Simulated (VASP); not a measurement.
# TaN (R-3m) in VASP: notebook, part 3 of 3

VASP 6.6.1. The steps go on from the part before.

### Step 5. Single point, PBE

This run uses another cell than the first one, of the same volume but with other edges.

INCAR reads:

```
ALGO = Normal ; EDIFF = 1E-6
ENCUT = 520 ; GGA = PE
ISIF = 2 ; ISMEAR = 0
LASPH = True ; LCHARG = False
LREAL = False ; LWAVE = False
NBANDS = 15 ; NELM = 80
PREC = Accurate ; SIGMA = 0.15
```

KPOINTS reads:

```
k-points
0
Gamma
  20 20 20
```

POSCAR reads:

```
TaN
1.0
    0.1323656934      2.2157711506      2.2157711506
    2.2157711506      0.1323656934      2.2157711506
    2.2157711506      2.2157711506      0.1323656934
Ta N
1 1
Direct
    0.5000000000      0.5000000000      0.5000000000
    0.0000000000      0.0000000000      0.0000000000
```

Potentials or basis: VASP PAW PBE potentials, release 64 (Ta_pv, N).

Run with:

```
cat potpaw_PBE.64/Ta_pv/POTCAR potpaw_PBE.64/N/POTCAR > POTCAR
mpirun -np 1 vasp_std > vasp.out
```

OUTCAR:

```text
EDIFF = 1E-6
   ENCUT = 520
   GGA = PE
   ISIF = 2
   ISMEAR = 0
   LASPH = True
   LREAL = False
   NELM = 80
   PREC = Accurate

 ion  position               nearest neighbor table
   1  0.500  0.500  0.500-   2 2.15   2 2.15   2 2.15   2 2.15   2 2.15   2 2.15
   2  0.000  0.000  0.000-   1 2.15   1 2.15   1 2.15   1 2.15   1 2.15   1 2.15

  LATTYP: Found a trigonal (rhomboedric) cell.
 ALAT       =     3.1363680046
 COS(alpha) =     0.5587410114

  Lattice vectors:

 A1 = (   0.1323656934,   2.2157711506,   2.2157711506)
 A2 = (   2.2157711506,   0.1323656934,   2.2157711506)
 A3 = (   2.2157711506,   2.2157711506,   0.1323656934)

Analysis of symmetry for initial positions (statically):
=====================================================================
 Subroutine PRICEL returns:
 Original cell was already a primitive cell.

 Routine SETGRP: Setting up the symmetry group for a
 trigonal (rhombohedral) supercell.

 Subroutine GETGRP returns: Found 12 space group operations
 (whereof 12 operations were pure point group operations)
 out of a pool of 12 trial point group operations.

The static configuration has the point symmetry D_3d.

[... 175 lines left out ...]
      7       6.5945      2.00000
      8       6.9609      2.00000
      9       8.4737      2.00000
     10       8.4737      2.00000
     11      10.6037      0.00148
     12      10.6037      0.00148
     13      12.7492      0.00000
     14      19.9146      0.00000
[... 401 lines left out ...]
      2     -25.4706      2.00000
      3     -25.3602      2.00000
      4      -6.2980      2.00000
      5       0.4761      2.00000
      6       2.0878      2.00000
      7       3.1120      2.00000
      8       9.9672      1.99524
      9      11.2320      0.00000
     10      12.8209      0.00000
     11      15.8581      0.00000
     12      16.8841      0.00000
     13      17.8670      0.00000
     14      22.8387      0.00000
     15      23.5071      0.00000

 [... further k-points ...]

------------------------ aborting loop because EDIFF is reached ----------------------------------------

  FORCE on cell =-STRESS in cart. coord.  units (eV):
  Direction    XX          YY          ZZ          XY          YZ          ZX
  --------------------------------------------------------------------------------------
  -------------------------------------------------------------------------------------
  Total        4.3244893      4.3244893      4.3244893     -0.4565895     -0.4565895     -0.4565895
  in kB      349.7525856    349.7525856    349.7525856    -36.9276818    -36.9276818    -36.9276818
  external PRESSURE =     349.7525856 kB  Pullay stress =       0.0000000 kB

 VOLUME and BASIS-vectors are now :
 -----------------------------------------------------------------------------
  energy-cutoff  :      520.00
  volume of cell :       19.81
      direct lattice vectors                 reciprocal lattice vectors
     0.132365693  2.215771151  2.215771151    -0.246952101  0.233031283  0.233031283
     2.215771151  0.132365693  2.215771151     0.233031283 -0.246952101  0.233031283
     2.215771151  2.215771151  0.132365693     0.233031283  0.233031283 -0.246952101

 POSITION                                       TOTAL-FORCE (eV/Angst)
 -----------------------------------------------------------------------------------
      2.28195      2.28195      2.28195         0.000000      0.000000      0.000000
      0.00000      0.00000      0.00000        -0.000000     -0.000000     -0.000000
 -----------------------------------------------------------------------------------
    total drift:                                0.000000     -0.000000     -0.000000

  FREE ENERGIE OF THE ION-ELECTRON SYSTEM (eV)
  ---------------------------------------------------
  free  energy   TOTEN  =       -21.6073420353 eV

  energy  without entropy=      -21.5989613926  energy(sigma->0) =      -21.60315171
```

Wall time 1.9 min (1 thread of Intel Xeon Platinum 8259CL at 2.50GHz (Skylake/Cascade Lake), shared host); peak memory 0.34 GiB.

Results:

| Item | Value |
| --- | --- |
| Free energy | -21.6073 eV |
| Pressure | 35.0 GPa |
| Band gap on the k mesh | zero (band 8 reaches 11.98 eV, above the bottom of band 9 at 8.47 eV) |

Caveat: spin-orbit coupling is left out, which moves the levels of the heavy elements.

### Step 6. Single point, PBE

This run uses another cell than the first one, of 10.34 Å³/atom, 1.044 times its volume.

INCAR reads:

```
PREC = Accurate
ENCUT = 520
EDIFF = 1E-6
ISMEAR = 0
SIGMA = 0.15
LREAL = F
LASPH = T
NELM = 80
ALGO = Normal
ISIF = 2
LWAVE = F
LCHARG = F
GGA = PE
NBANDS = 15
```

KPOINTS reads:

```
regular mesh
0
Gamma
  20 20 20
```

POSCAR reads:

```
TaN
1.0
    0.2727980694      2.3228837609      2.3228837609
    2.3228837609      0.2727980694      2.3228837609
    2.3228837609      2.3228837609      0.2727980694
Ta N
1 1
Direct
    0.5000000000      0.5000000000      0.5000000000
    0.0000000000      0.0000000000      0.0000000000
```

Potentials or basis: VASP PAW PBE potentials, release 64 (Ta_pv, N).

Run with:

```
cat potpaw_PBE.64/Ta_pv/POTCAR potpaw_PBE.64/N/POTCAR > POTCAR
mpirun -np 1 vasp_std > vasp.out
```

Run time: 4.3 min. Hardware: 1 thread of Intel Xeon Platinum 8259CL at 2.50GHz (Skylake/Cascade Lake), shared host; peak memory 0.38 GiB.

The run converged. Its results:

| Quantity | Value |
| --- | --- |
| Free energy | -21.6296 eV |
| Pressure | 17.5 GPa |
| Band gap on the k mesh | zero (band 8 reaches 10.49 eV, above the bottom of band 9 at 8.23 eV) |

Stress tensor (GPa, compression positive):
```
17.46 -6.31 -6.31
-6.31 17.46 -6.31
-6.31 -6.31 17.46
```

Levels at points of the mesh, in eV from the Fermi level:
```
           k point  band 5  band 6  band 7  band 8  band 9  band 10  band 11  band 12
(0.00, 0.00, 0.00)   -4.00   -3.80   -2.72   -2.72   -1.11    -1.11     1.17     1.17
(0.50, 0.00, 0.00)   -9.94   -8.28   -6.38   -0.32    4.27     4.47     4.67     8.05
(0.50, 0.50, 0.00)   -6.26   -5.27   -4.43   -3.53    2.29     3.20     4.62     4.93
(0.50, 0.50, 0.50)  -10.21   -5.88   -5.88    1.15    1.63     1.63     5.55     7.04
```

Caveat: spin-orbit coupling is left out, which moves the levels of the heavy elements.

### Step 7. The runs side by side

| cell | gap on the mesh (eV) | pressure (GPa) |
| --- | --- | --- |
| a = 3.250 Å, angles 52.2°, 2 atoms | none | 36.0 |
| a = 2.880 Å, angles 68.1°, 2 atoms | none | 34.9 |
| a = 2.952 Å, angles 64.0°, 2 atoms | none | 34.8 |
| a = 3.136 Å, angles 56.0°, 2 atoms | none | 35.0 |
| a = 3.296 Å, angles 52.2°, 2 atoms | none | 17.5 |

Alike in all rows: task single point; level PBE; potentials or basis VASP PAW PBE potentials, release 64 (Ta_pv, N); no spin polarisation; k mesh 20 × 20 × 20; cutoff (eV) 520; smearing gaussian 0.15 eV.

Caveats: spin-orbit coupling is left out, which moves the levels of the heavy elements.

Absolute energies hang on the potentials; compare differences alone.
